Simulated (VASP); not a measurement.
Here is a VASP 6.6.1 calculation.

The input INCAR:

```
PREC = Accurate
ENCUT = 520
EDIFF = 1E-6
ISMEAR = 0
SIGMA = 0.1
LREAL = False
LASPH = True
NELM = 60
ALGO = Normal
ISIF = 2
LWAVE = False
LCHARG = False
GGA = PE
NBANDS = 29
```

KPOINTS

```
Automatic mesh
0
Gamma
  4 4 4
```

Contents of POSCAR:

```
Zr2S3
1.0
    4.1808585500      0.0000000000      0.0000000000
    0.0000000000      4.1808585500      0.0000000000
    0.0000000000      0.0000000000      6.9531535300
Zr S
2 3
Direct
    0.5000000000      0.5000000000      0.7848865600
    0.5000000000      0.5000000000      0.2151134400
    0.0000000000      0.5000000000      0.5000000000
    0.5000000000      0.0000000000      0.5000000000
    0.0000000000      0.0000000000      0.0000000000
```

Potentials or basis: VASP PAW PBE potentials, release 64 (Zr_sv, S).

The run is started by

```bash
$ cat potpaw_PBE.64/Zr_sv/POTCAR potpaw_PBE.64/S/POTCAR > POTCAR
$ mpirun -np 1 vasp_std > vasp.out
```

Q: What does it give for the pressure?

A: -13.6 GPa.

Q: Estimate the largest force.

A: 2.287 eV/Å.

Q: Predict the band gap on the k mesh.

A: Zero (band 21 reaches 7.06 eV, above the bottom of band 22 at 5.90 eV).

Forces on the atoms (eV/Å):
```
Zr   0.000  0.000 -2.287
Zr   0.000  0.000  2.287
S    0.000  0.000  0.000
S    0.000  0.000  0.000
S    0.000  0.000  0.000
```

Caveat: the k points lie up to 0.38 Å⁻¹ apart; forces of over 1 eV/Å act on the atoms, so gaps and moduli don't describe the material at rest.
